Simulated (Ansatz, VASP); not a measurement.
One calculation of GaSb, two programs

```
CELL_PARAMETERS angstrom
0.00000 3.05900 2.90605
3.05900 0.00000 2.90605
3.05900 3.05900 0.00000
ATOMIC_POSITIONS crystal
Ga 0.00000 0.00000 0.00000
Sb 0.75000 0.75000 0.75000
```

Change from the starting cell: strain +0.000 along x and y, -0.050 along z, atoms carried along.

Alike in both runs: task single point; functional r2SCAN; k mesh 10 × 10 × 10; occupations gaussian, width 0.05 eV; no spin polarisation.

|  | VASP | Ansatz |
| --- | --- | --- |
| version | VASP 6.6.1 | Ansatz 0.2.0 |
| potentials or method | VASP PAW PBE potentials, release 64 (Ga_d, Sb), cutoff 520 eV | scalar-relativistic, plane waves, PAW |
| valence electrons in the cell | 18 | 28 |

Ansatz gave:

| Item | Value |
| --- | --- |
| gap on the k mesh at the Fermi level (eV) | 0.51 |
| least direct gap on the mesh (eV) | 0.64 |
| pressure (GPa) | 3.5 |
| traceless stress, the component that is largest in VASP (GPa) | 1.55 |

Which values does VASP return?

gap on the k mesh at the Fermi level (eV): 0.50; least direct gap on the mesh (eV): 0.63; pressure (GPa): 3.7; traceless stress, the component that is largest in VASP (GPa): 1.54.

VASP's potentials were made for PBE, not for r2SCAN. VASP's potentials hold 18 valence electrons a cell and Ansatz's 28, so a difference there can come from the potentials and not from the codes.

Neither program's run includes spin-orbit coupling.
